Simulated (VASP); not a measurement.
# ZrB6 (P6/mmm) in VASP: notebook

Runs on ZrB6. Level: PBE. Tasks: single point, relaxation of cell and atoms.

Program: VASP 6.6.1. These are calculated values, not measurements. Logs are shortened: lines on timing, memory, paths and dates and some standing lists are left out, and cuts for length are marked.

### 1 The cell of the first run

The structure is hexagonal, space group P6/mmm (No. 191). Conventional cell: a = 3.426 Å, b = 3.426 Å, c = 3.884 Å, α = 90.00°, β = 90.00°, γ = 120.00°. Within 1.4 Å of Zr (site symmetry 6/mmm) lie 6 B at 1.01 Å. Within 1.4 Å of B (site symmetry mm2) lie 2 B at 1.01 Å and 1 Zr at 1.01 Å.

### 2 Single point, PBE

Input file INCAR:

```
SYSTEM = ZrB6
ALGO = Normal
EDIFF = 1E-6
ENCUT = 500
GGA = PE
GGA_COMPAT = .FALSE.
ISIF = 2
ISMEAR = 0
LASPH = .TRUE.
LCHARG = .FALSE.
LREAL = .FALSE.
LWAVE = .FALSE.
NBANDS = 24
NELM = 120
PREC = Accurate
SIGMA = 0.1
```

Input file KPOINTS:

```
k-points
0
G
  6 6 4
  0 0 0
```

Input file POSCAR:

```
ZrB6
1.0
    3.4258641700      0.0000000000      0.0000000000
   -1.7129320900      2.9668854000      0.0000000000
    0.0000000000      0.0000000000      3.8840052800
Zr B
1 6
Direct
    0.0000000000      0.0000000000      0.0000000000
    0.1696972600      0.3393945200      0.0000000000
    0.6606054800      0.8303027400      0.0000000000
    0.1696972600      0.8303027400      0.0000000000
    0.8303027400      0.6606054800      0.0000000000
    0.3393945200      0.1696972600      0.0000000000
    0.8303027400      0.1696972600      0.0000000000
```

Potentials or basis: VASP PAW PBE potentials, release 64 (Zr_sv, B).

Started as:

```sh
$ cat potpaw_PBE.64/Zr_sv/POTCAR potpaw_PBE.64/B/POTCAR > POTCAR
$ mpirun -np 1 vasp_std > vasp.out
```

OUTCAR:

```text
SYSTEM = ZrB6
   EDIFF = 1E-6
   ENCUT = 500
   GGA = PE
   ISIF = 2
   ISMEAR = 0
   LASPH = .TRUE.
   LREAL = .FALSE.
   NELM = 120
   PREC = Accurate

 ion  position               nearest neighbor table
   1  0.000  0.000  0.000-   3 1.01   6 1.01   5 1.01   2 1.01   4 1.01   7 1.01   5 2.60   2 2.60
                             3 2.60   6 2.60   7 2.60   4 2.60   7 2.60   4 2.60   3 2.60   6 2.60
   2  0.170  0.339  0.000-   7 1.01   1 1.01   6 1.01   3 1.68   4 1.68   3 1.74   4 1.74   5 1.96
                             5 1.96   5 2.01   1 2.60   1 2.60
   3  0.661  0.830  0.000-   1 1.01   7 1.01   5 1.01   2 1.68   4 1.68   2 1.74   4 1.74   6 1.96
                             6 1.96   6 2.01   1 2.60   1 2.60
   4  0.170  0.830  0.000-   5 1.01   6 1.01   1 1.01   3 1.68   2 1.68   3 1.74   2 1.74   7 1.96
                             7 1.96   7 2.01   1 2.60   1 2.60
   5  0.830  0.661  0.000-   4 1.01   1 1.01   3 1.01   6 1.68   7 1.68   6 1.74   7 1.74   2 1.96
                             2 1.96   2 2.01   1 2.60   1 2.60
   6  0.339  0.170  0.000-   1 1.01   4 1.01   2 1.01   5 1.68   7 1.68   5 1.74   7 1.74   3 1.96
                             3 1.96   3 2.01   1 2.60   1 2.60
   7  0.830  0.170  0.000-   2 1.01   3 1.01   1 1.01   6 1.68   5 1.68   6 1.74   5 1.74   4 1.96
                             4 1.96   4 2.01   1 2.60   1 2.60

 -----------------------------------------------------------------------------
|                                                                             |
|           W    W    AA    RRRRR   N    N  II  N    N   GGGG   !!!           |
|           W    W   A  A   R    R  NN   N  II  NN   N  G    G  !!!           |
|           W    W  A    A  R    R  N N  N  II  N N  N  G       !!!           |
|           W WW W  AAAAAA  RRRRR   N  N N  II  N  N N  G  GGG   !            |
|           WW  WW  A    A  R   R   N   NN  II  N   NN  G    G                |
|           W    W  A    A  R    R  N    N  II  N    N   GGGG   !!!           |
|                                                                             |
|     The distance between some ions is very small. Please check the          |
|     nearest-neighbor list in the OUTCAR file.                               |
|     I HOPE YOU KNOW WHAT YOU ARE DOING!                                     |
|                                                                             |
 -----------------------------------------------------------------------------

  LATTYP: Found a hexagonal cell.
 ALAT       =     3.4258641700
 C/A-ratio  =     1.1337300860

  Lattice vectors:

 A1 = (   3.4258641700,   0.0000000000,   0.0000000000)
 A2 = (  -1.7129320900,   2.9668854000,   0.0000000000)
 A3 = (   0.0000000000,   0.0000000000,   3.8840052800)

Analysis of symmetry for initial positions (statically):
=====================================================================
 Subroutine PRICEL returns:
 Original cell was already a primitive cell.

 Routine SETGRP: Setting up the symmetry group for a
 hexagonal supercell.

 Subroutine GETGRP returns: Found 24 space group operations
 (whereof 24 operations were pure point group operations)
 out of a pool of 24 trial point group operations.

The static configuration has the point symmetry D_6h.

Analysis of symmetry for dynamics (positions and initial velocities):
=====================================================================
 Subroutine PRICEL returns:
 Original cell was already a primitive cell.

 Routine SETGRP: Setting up the symmetry group for a
 hexagonal supercell.

 Subroutine GETGRP returns: Found 24 space group operations
 (whereof 24 operations were pure point group operations)
 out of a pool of 24 trial point group operations.

The dynamic configuration has the point symmetry D_6h.

 Subroutine INISYM returns: Found 24 space group operations
 (whereof 24 operations are pure point group operations),
 and found     1 'primitive' translations

----------------------------------------------------------------------------------------

                                     Primitive cell

  volume of cell :      39.4776

  direct lattice vectors                    reciprocal lattice vectors
     3.425864170  0.000000000  0.000000000     0.291897154  0.168526901  0.000000000
    -1.712932090  2.966885400  0.000000000     0.000000000  0.337053801  0.000000000
     0.000000000  0.000000000  3.884005280     0.000000000  0.000000000  0.257466179

  length of vectors
     3.425864170  3.425864172  3.884005280     0.337053801  0.337053801  0.257466179

[... 30 lines left out ...]
     0.048649526  0.028087817  0.000000000     0.166666667  0.000000000  0.000000000
     0.000000000  0.056175633  0.000000000     0.000000000  0.166666667  0.000000000
     0.000000000  0.000000000  0.064366545     0.000000000  0.000000000  0.250000000

  Length of vectors
     0.056175633  0.056175633  0.064366545

  Shift w.r.t. Gamma in fractional coordinates (k-lattice)
     0.000000000  0.000000000  0.000000000

 Subroutine IBZKPT returns following result:
 ===========================================

 Found     21 irreducible k-points:

 Following reciprocal coordinates:
            Coordinates               Weight
  0.000000  0.000000  0.000000      1.000000
  0.166667  0.000000  0.000000      6.000000
  0.333333 -0.000000  0.000000      6.000000
  0.500000  0.000000  0.000000      3.000000
  0.166667  0.166667  0.000000      6.000000
  0.333333  0.166667  0.000000     12.000000
[... 13 lines left out ...]
  0.333333  0.166667  0.500000     12.000000
  0.333333  0.333333  0.500000      2.000000
   k-points           NKPTS =     21   k-points in BZ     NKDIM =     21   number of bands    NBANDS=     24
   number of dos      NEDOS =    301   number of ions     NIONS =      7
   total plane-waves  NPLWV =  21952
   dimension x,y,z NGX =    28 NGY =   28 NGZ =   28
   dimension x,y,z NGXF=    56 NGYF=   56 NGZF=   56
   ions per type =               1   6
   NGX,Y,Z   is equivalent  to a cutoff of  13.59, 13.59, 11.98 a.u.
   NGXF,Y,Z  is equivalent  to a cutoff of  27.17, 27.17, 23.97 a.u.
 SYSTEM =  ZrB6
   PREC   = accura    normal or accurate (medium, high low for compatibility)
   ISTART =      0    job   : 0-new  1-cont  2-samecut
   ICHARG =      2    charge: 1-file 2-atom 10-const
   ISPIN  =      1    spin polarized calculation?
   LNONCOLLINEAR =      F non collinear calculations
   LSORBIT =      F    spin-orbit coupling
   LASPH  =      T    aspherical Exc in radial PAW
   ENCUT  =  500.0 eV  36.75 Ry    6.06 a.u.   6.25  6.25  7.08*2*pi/ulx,y,z
   NELM   =    120;   NELMIN=  2; NELMDL= -5     # of ELM steps
   EDIFF  = 0.1E-05   stopping-criterion for ELM
   LREAL  =      F    real-space projection
   EDIFFG = 0.1E-04   stopping-criterion for IOM
   NSW    =      0    number of steps for IOM
   IBRION =     -1    ionic relax: 0-MD 1-quasi-New 2-CG
   NFREE  =      0    steps in history (QN), initial steepest desc. (CG)
   ISIF   =      2    stress and relaxation
   ISYM   =      2    0-nonsym 1-usesym 2-fastsym
   POTIM  = 0.5000    time-step for ionic-motion
   TEBEG  =    0.0;   TEEND  =   0.0 temperature during run
   PSTRESS=    0.0 pullay stress
   NELECT =      30.0000    total number of electrons
   NUPDOWN=      -1.0000    fix difference up-down
   EMIN   =  10.00;   EMAX   =-10.00  energy-range for DOS
   EFERMI =   0.00;   METHOD = LEGACY
   ISMEAR =     0;   SIGMA  =   0.10  broadening in eV -4-tet -1-fermi 0-gaus
   EFERMI_NEDOS =   21; number of points for ismear=-14 and -15
   IALGO  =     38    algorithm
   IMIX   =      4    mixing-type and parameters
     AMIX     =   0.40;   BMIX     =  1.00
     AMIX_MAG =   1.60;   BMIX_MAG =  1.00
  volume/ion in A,a.u.               =       5.64        38.06
  Fermi-wavevector in a.u.,A,eV,Ry     =   1.493935  2.823128 30.366047  2.231842
  Thomas-Fermi vector in A             =   2.606272
   LORBIT       =      0    0 simple, 1 ext, 2 COOP (PROOUT), +10 PAW based schemes
   GGA     = PE    functional components
   LHFCALC =     F    Hartree Fock is set to
   AEXX    =    0.0000 exact exchange contribution
   IVDW    =     0    specifies the selected vdW correction
   LEPSILON=     F    determine dielectric tensor
   LRPA    =     F    only Hartree local field effects (RPA)
 non-spin polarized calculation
 Gauss-broadening in eV      SIGMA  =   0.10
  energy-cutoff  :      500.00
  volume of cell :       39.48
 maximum number of plane-waves:      1016
 NGX is ok and might be reduce to    28
   NGX = 13   NGY = 13   NGZ = 15

 number of electron      29.9999998 magnetization

 Free energy of the ion-electron system (eV)
  ---------------------------------------------------
  ext. energy  EPLUGINS =         0.00000000
  ---------------------------------------------------
  free energy    TOTEN  =       250.23607821 eV

  energy without entropy =      250.25067830  energy(sigma->0) =      250.24337826

 E-fermi :  10.8471     XC(G=0): -11.8069

 val. band max:       10.7963051220   @ k =   0.3333   0.1667   0.2500
 cond. band min:      10.9039850117   @ k =   0.3333  -0.0000   0.2500
 fundamental gap:      0.1076798897
 Fermi energy:        10.8470868129

 k-point     1 :       0.0000    0.0000    0.0000
  band No.  band energies     occupation
      1     -51.4007      2.00000
      2     -31.5484      2.00000
      3     -31.5484      2.00000
      4     -25.9730      2.00000
      5     -15.3036      2.00000
      6     -10.6491      2.00000
[... 556 lines left out ...]
     23      21.7857      0.00000
     24      26.5525      0.00000

------------------------ aborting loop because EDIFF is reached ----------------------------------------

  FORCE on cell =-STRESS in cart. coord.  units (eV):
  Direction    XX          YY          ZZ          XY          YZ          ZX
  --------------------------------------------------------------------------------------
  -------------------------------------------------------------------------------------
  Total      576.1539823    576.1539819     -0.2889721     -0.0000010      0.0000000     -0.0000000
  in kB    23382.9029681  23382.9029502    -11.7277806     -0.0000394      0.0000000     -0.0000000
  external PRESSURE =   15584.6927125 kB  Pullay stress =       0.0000000 kB

 VOLUME and BASIS-vectors are now :
 -----------------------------------------------------------------------------
  energy-cutoff  :      500.00
  volume of cell :       39.48
      direct lattice vectors                 reciprocal lattice vectors
     3.425864170  0.000000000  0.000000000     0.291897154  0.168526901  0.000000000
    -1.712932090  2.966885400  0.000000000     0.000000000  0.337053801  0.000000000
     0.000000000  0.000000000  3.884005280     0.000000000  0.000000000  0.257466179

 POSITION                                       TOTAL-FORCE (eV/Angst)
 -----------------------------------------------------------------------------------
      0.00000      0.00000      0.00000         0.000000      0.000000      0.000000
     -0.00000      1.00694      0.00000        -0.000000    178.136443      0.000000
      0.84089      2.46341      0.00000      -154.270685    -89.068221     -0.000000
     -0.84089      2.46341      0.00000       154.270685    -89.068221     -0.000000
      1.71293      1.95994      0.00000         0.000000   -178.136443     -0.000000
      0.87204      0.50347      0.00000       154.270685     89.068221      0.000000
      2.55382      0.50347      0.00000      -154.270685     89.068221      0.000000
 -----------------------------------------------------------------------------------
    total drift:                               -0.000000     -0.000000     -0.000000

  FREE ENERGIE OF THE ION-ELECTRON SYSTEM (eV)
  ---------------------------------------------------
  free  energy   TOTEN  =       250.2360782122 eV

  energy  without entropy=      250.2506783004  energy(sigma->0) =      250.24337826
```

Wall time 18 s (1 thread of Intel Xeon 6975P-C (Granite Rapids), shared host); peak memory 0.16 GiB.

The run converged, but its numbers aren't listed here, since they failed a check.

Caveat: the k points lie up to 0.40 Å⁻¹ apart; forces of over 1 eV/Å act on the atoms, so gaps and moduli don't describe the material at rest.

[end of part 1 of 2]
